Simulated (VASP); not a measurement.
Here is a VASP 6.6.1 calculation.

File INCAR:

```
ALGO = Normal
EDIFF = 1E-6
ENCUT = 520
GGA = PE
ISIF = 2
ISMEAR = 0
LASPH = T
LCHARG = F
LREAL = F
LWAVE = F
NBANDS = 16
NELM = 100
PREC = Accurate
SIGMA = 0.05
```

Contents of KPOINTS:

```
k-points
0
Gamma
  8 8 6
```

The input POSCAR:

```
Si
1.0
    0.0000000000     -2.7347607592     -2.7347607592
    0.0000000000      2.7347607592     -2.7347607592
    5.4695215184      0.0000000000      0.0000000000
Si
4
Direct
    0.5157327541      0.5205649944      0.0000000000
   -0.0157327541     -0.0205649944      0.5000000000
    1.0001234603      0.4621760298      0.2500000000
    0.4998765397      0.0378239702      0.7500000000
```

Potentials or basis: VASP PAW PBE potentials, release 64 (Si).

Run with:

```bash
$ cat potpaw_PBE.64/Si/POTCAR > POTCAR
$ mpirun -np 1 vasp_std > vasp.out
```

Q: Predict the largest force.

A: 1.083 eV/Å.

Q: Estimate the band gap on the k mesh.

A: 0.53 eV (least direct gap 0.67 eV).

Q: What does it give for the pressure?

A: -0.1 GPa.

Forces on the atoms (eV/Å):
```
Si   0.114  0.761  0.163
Si   0.114 -0.761 -0.163
Si  -0.114  0.290 -1.038
Si  -0.114 -0.290  1.038
```

Caveat: the cell differs from its parent crystal (atoms displaced along several vibrational modes); forces of over 1 eV/Å act on the atoms, so gaps and moduli don't describe the material at rest. A k mesh can miss the band edges.
